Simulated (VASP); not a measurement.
# Si2Ni (Fm-3m) in VASP: notebook, part 2 of 3

VASP 6.6.1. Earlier steps stand in the parts before.

### Step 3. Single point, LDA, collinear spin, ferromagnetic start (10.47 Å³/atom)

Input file INCAR:

```
SYSTEM = Si2Ni
PREC     = Accurate       ! precision mode
ENCUT    = 520            ! plane-wave cutoff, eV
EDIFF    = 1E-7           ! SCF threshold, eV
ISMEAR   = 0              ! smearing method
SIGMA    = 0.15           ! smearing width, eV
LREAL    = .False.        ! projectors in reciprocal space
LASPH    = .True.         ! aspherical terms in the spheres
NELM     = 150            ! most SCF steps
ALGO     = Normal         ! electronic algorithm
ISIF     = 2              ! what is computed and relaxed
LWAVE    = .False.        ! write WAVECAR
LCHARG   = .False.        ! write CHGCAR
ISPIN    = 2              ! spin polarisation
MAGMOM   = 0 0 0.375      ! initial moments
LORBIT   = 11             ! projections on sites
NUPDOWN  = 0.375          ! fixed moment
LMAXMIX  = 4              ! l up to which the mixer works
NBANDS   = 20             ! bands
```

Input file KPOINTS:

```
Automatic mesh
0
Gamma
  14 14 14
  0 0 0
```

Input file POSCAR:

```
Si2Ni
1.0
    0.0000000000      2.5042594055      2.5042594055
    2.5042594055      0.0000000000      2.5042594055
    2.5042594055      2.5042594055      0.0000000000
Si Ni
2 1
Direct
    0.2500000000      0.2500000000      0.2500000000
    0.7500000000      0.7500000000      0.7500000000
    0.0000000000      0.0000000000      0.0000000000
```

Potentials or basis: VASP PAW LDA potentials, release 64 (Si, Ni).

The run is started by

```bash
> cat potpaw_LDA.64/Si/POTCAR potpaw_LDA.64/Ni/POTCAR > POTCAR
> mpirun -np 1 vasp_std > vasp.out
```

OUTCAR:

```text
SYSTEM = Si2Ni
   PREC = Accurate
   ENCUT = 520
   EDIFF = 1E-7
   ISMEAR = 0
   LREAL = .False.
   LASPH = .True.
   NELM = 150
   ISIF = 2
   ISPIN = 2
   LORBIT = 11
   NUPDOWN = 0.375

 ion  position               nearest neighbor table
   1  0.250  0.250  0.250-   3 2.17   3 2.17   3 2.17   3 2.17   2 2.50   2 2.50   2 2.50   2 2.50
                             2 2.50   2 2.50
   2  0.750  0.750  0.750-   3 2.17   3 2.17   3 2.17   3 2.17   1 2.50   1 2.50   1 2.50   1 2.50
                             1 2.50   1 2.50
   3  0.000  0.000  0.000-   2 2.17   2 2.17   2 2.17   1 2.17   2 2.17   1 2.17   1 2.17   1 2.17

  LATTYP: Found a face centered cubic cell.
 ALAT       =     5.0085188110

  Lattice vectors:

 A1 = (   0.0000000000,   2.5042594055,   2.5042594055)
 A2 = (   2.5042594055,   0.0000000000,   2.5042594055)
 A3 = (   2.5042594055,   2.5042594055,   0.0000000000)

Analysis of symmetry for initial positions (statically):
=====================================================================
 Subroutine PRICEL returns:
 Original cell was already a primitive cell.

 Routine SETGRP: Setting up the symmetry group for a
 face centered cubic supercell.

 Subroutine GETGRP returns: Found 48 space group operations
 (whereof 48 operations were pure point group operations)
 out of a pool of 48 trial point group operations.

The static configuration has the point symmetry O_h .

Analysis of symmetry for dynamics (positions and initial velocities):
=====================================================================
 Subroutine PRICEL returns:
 Original cell was already a primitive cell.

 Routine SETGRP: Setting up the symmetry group for a
 face centered cubic supercell.

 Subroutine GETGRP returns: Found 48 space group operations
 (whereof 48 operations were pure point group operations)
 out of a pool of 48 trial point group operations.

The dynamic configuration has the point symmetry O_h .

Analysis of structural, dynamic, and magnetic symmetry:
=====================================================================
 Subroutine PRICEL returns:
 Original cell was already a primitive cell.
[... 157 lines left out ...]

 E-fermi :  13.3777     XC(G=0): -12.8369

 val. band max:       14.7063473209   @ k =  -0.4286   0.2143   0.0000
 cond. band min:      13.4029350574   @ k =   0.3571   0.1429   0.0714
 fundamental gap:     -1.3034122635
 Fermi energy:        14.7109000639

 spin component 1

 k-point     1 :       0.0000    0.0000    0.0000
  band No.  band energies     occupation
      1      -2.0745      1.00000
      2       7.1411      1.00000
      3       7.1411      1.00000
      4       7.1411      1.00000
      5       9.0693      1.00000
      6       9.0693      1.00000
[... 541 lines left out ...]
     19      28.6977      0.00000
     20      31.2260      0.00000

 [... further k-points ...]

 spin component 2

 k-point     1 :       0.0000    0.0000    0.0000
  band No.  band energies     occupation
      1      -1.9792      1.00000
      2       7.2801      1.00000
      3       7.2801      1.00000
      4       7.2801      1.00000
      5       9.1955      1.00000
      6       9.1955      1.00000
[... 541 lines left out ...]
     19      28.7913      0.00000
     20      31.3314      0.00000

 [... further k-points ...]

------------------------ aborting loop because EDIFF is reached ----------------------------------------

  FORCE on cell =-STRESS in cart. coord.  units (eV):
  Direction    XX          YY          ZZ          XY          YZ          ZX
  --------------------------------------------------------------------------------------
  -------------------------------------------------------------------------------------
  Total       10.6131312     10.6131312     10.6131312      0.0000000     -0.0000000      0.0000000
  in kB      541.3600209    541.3600209    541.3600209      0.0000000     -0.0000000      0.0000000
  external PRESSURE =     541.3600209 kB  Pullay stress =       0.0000000 kB

 VOLUME and BASIS-vectors are now :
 -----------------------------------------------------------------------------
  energy-cutoff  :      520.00
  volume of cell :       31.41
      direct lattice vectors                 reciprocal lattice vectors
     0.000000000  2.504259406  2.504259406    -0.199659827  0.199659827  0.199659827
     2.504259406  0.000000000  2.504259406     0.199659827 -0.199659827  0.199659827
     2.504259406  2.504259406  0.000000000     0.199659827  0.199659827 -0.199659827

 POSITION                                       TOTAL-FORCE (eV/Angst)
 -----------------------------------------------------------------------------------
      1.25213      1.25213      1.25213         0.000000     -0.000000      0.000000
      3.75639      3.75639      3.75639        -0.000000     -0.000000     -0.000000
      0.00000      0.00000      0.00000         0.000000      0.000000      0.000000
 -----------------------------------------------------------------------------------
    total drift:                               -0.000000     -0.000000      0.000000

  FREE ENERGIE OF THE ION-ELECTRON SYSTEM (eV)
  ---------------------------------------------------
  free  energy   TOTEN  =       -18.8497849578 eV

  energy  without entropy=      -18.8406441612  energy(sigma->0) =      -18.84521456

 total charge

# of ion       s       p       d       tot
------------------------------------------
    1        0.739   1.024   0.000   1.763
    2        0.739   1.024   0.000   1.763
    3        0.701   1.167   8.655  10.522
--------------------------------------------------
tot          2.178   3.216   8.655  14.049

 magnetization (x)

# of ion       s       p       d       tot
------------------------------------------
    1        0.026   0.020   0.000   0.047
    2        0.026   0.020   0.000   0.047
    3        0.003   0.034   0.146   0.183
--------------------------------------------------
tot          0.056   0.074   0.146   0.276
```

stdout:

```text
POSCAR found type information on POSCAR SiNi
 POSCAR found :  2 types and       3 ions
 scaLAPACK will be used
 LDA part: xc-table for (Slater(with rela. corr.)+CA(PZ))
 , standard interpolation
 POSCAR, INCAR and KPOINTS ok, starting setup
 FFT: planning ... GRIDC
 FFT: planning ... GRID_SOFT
 FFT: planning ... GRID
 WAVECAR not read
 entering main loop
```

It took 2.6 min on 1 thread of AMD EPYC 7R13 (Zen 3), shared host; peak memory 0.18 GiB.

What came out:

| Property | Result |
| --- | --- |
| Free energy | -18.8498 eV |
| Pressure | 54.1 GPa |
| Net moment | 0.38 μB per cell |
| Site moments | Si +0.05; Ni +0.18 μB |
| Valence electrons inside the program's atomic spheres | Si 1.76; Ni 10.52 |

Caveat: the cell stands under pressure; the total moment is fixed, so each spin has its own Fermi level.

### Step 4. Single point, LDA, collinear spin, ferromagnetic start (10.47 Å³/atom)

Input file INCAR:

```
PREC = Accurate
ENCUT = 520
EDIFF = 1E-6
ISMEAR = 0
SIGMA = 0.15
LREAL = False
LASPH = True
NELM = 150
ALGO = Normal
ISIF = 2
LWAVE = False
LCHARG = False
ISPIN = 2
MAGMOM = 0 0 0.875
LORBIT = 11
NUPDOWN = 0.875
LMAXMIX = 4
NBANDS = 20
```

Input file KPOINTS:

```
regular mesh
0
Gamma
  14 14 14
```

POSCAR is that of step 3.

The run is started by

```bash
> cat potpaw_LDA.64/Si/POTCAR potpaw_LDA.64/Ni/POTCAR > POTCAR
> mpirun -np 1 vasp_std > vasp.out
```

Wall time 2.5 min (1 thread of AMD EPYC 7R13 (Zen 3), shared host); peak memory 0.18 GiB.

Results (log left out):

| Item | Value |
| --- | --- |
| Free energy | -18.3434 eV |
| Pressure | 58.0 GPa |
| Net moment | 0.88 μB per cell |
| Site moments | Si +0.11; Ni +0.40 μB |
| Valence electrons inside the program's atomic spheres | Si 1.77; Ni 10.51 |

Caveat: the cell stands under pressure; the total moment is fixed, so each spin has its own Fermi level.

[end of part 2 of 3]
